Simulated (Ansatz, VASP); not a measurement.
# Two plane-wave programs on BaZrO3

The input INCAR:

```
SYSTEM = BaZrO3
PREC = Accurate
ENCUT = 520
EDIFF = 1E-6
ISMEAR = 0
SIGMA = 0.01
LREAL = .False.
LASPH = .True.
NELM = 80
ALGO = Normal
ISIF = 2
LWAVE = .False.
LCHARG = .False.
GGA = PE
NBANDS = 28
```

File KPOINTS:

```
regular mesh
0
Gamma
  6 6 6
  0 0 0
```

The input POSCAR:

```
BaZrO3
1.0
    4.2600627062      0.0000000000      0.0000000000
    0.0000000000      4.2600627062      0.0000000000
    0.0000000000      0.0000000000      4.2600627062
Ba Zr O
1 1 3
Direct
    0.0000000000      0.0000000000      0.0000000000
    0.5000000000      0.5000000000      0.5000000000
    0.0000000000      0.5000000000      0.5000000000
    0.5000000000      0.0000000000      0.5000000000
    0.5000000000      0.5000000000      0.0000000000
```

Input for Ansatz:

```yaml
crystal:
  lattice:
    - [4.260062706172368, 0.0, 0.0]
    - [0.0, 4.260062706172368, 0.0]
    - [0.0, 0.0, 4.260062706172368]
  atoms:
    - { symbol: Ba, position: [0.0, 0.0, 0.0] }
    - { symbol: Zr, position: [0.5, 0.5, 0.5] }
    - { symbol: O, position: [0.0, 0.5, 0.5] }
    - { symbol: O, position: [0.5, 0.0, 0.5] }
    - { symbol: O, position: [0.5, 0.5, 0.0] }
basis:
  ecutwfc: 571.4391111657479
kpoints:
  mp_grid:
    grid: [6, 6, 6]
hamiltonian:
  xc: pbe
scf:
  occupations:
    method: fixed
output:
  stress: true
```

Alike in both runs: task single point; functional PBE; k mesh 6 × 6 × 6; no spin polarisation.

|  | VASP | Ansatz |
| --- | --- | --- |
| version | VASP 6.6.1 | Ansatz 0.2.0 |
| potentials or method | VASP PAW PBE potentials, release 64 (Ba_sv, Zr_sv, O), cutoff 520 eV | plane waves, PAW |
| occupations | gaussian, width 0.01 eV | fixed |
| valence electrons in the cell | 40 | 40 |

```tsv
	VASP	Ansatz	Ansatz less VASP
pressure (GPa)	-2.5	-3.3	-0.85
```

Neither program's run includes spin-orbit coupling.
